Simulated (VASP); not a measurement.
# Ru: single point with HSE06

Ru:

```
Ru
1.0
     0.00000    2.72784    2.72784
     2.72784    0.00000    2.72784
     2.72784    2.72784    0.00000
Ru
2
Direct
  0.12500 0.12500 0.12500
  0.87500 0.87500 0.87500
```

This isn't the form of Ru at room conditions, which is hcp.

```yaml
Program: VASP 6.6.1
Task: single point
Functional: HSE06
Potentials_or_basis: VASP PAW PBE potentials, release 64 (Ru_pv)
Cutoff: 520 eV
k_mesh: 5 × 5 × 5
Occupations: fermi-dirac, width 0.1 eV
Spin: no spin polarisation
```

```yaml
Pressure: -6.2 GPa
Band_gap_on_the_k_mesh: zero (bands 14 and 15 overlap by 0.70 eV)
```

Levels at points of the mesh, in eV from the Fermi level:
```csv
k point,band 10,band 11,band 12,band 13,band 14,band 15,band 16,band 17,band 18,band 19
"(0.00, 0.00, 0.00)",-3.94,-3.94,-3.94,-0.58,-0.58,-0.58,2.09,2.09,13.29,13.86
```

It took 61 min on 1 thread of Intel(R) Xeon(R) Platinum 8259CL CPU @ 2.50GHz (Skylake/Cascade Lake), with other jobs on the host, peak memory 0.28 GiB.

Caveat: the k points lie up to 0.40 Å⁻¹ apart, too coarse for converged energies and pressures of a metal; the PAW data sets were made with another functional, which shifts forces and pressure a little.
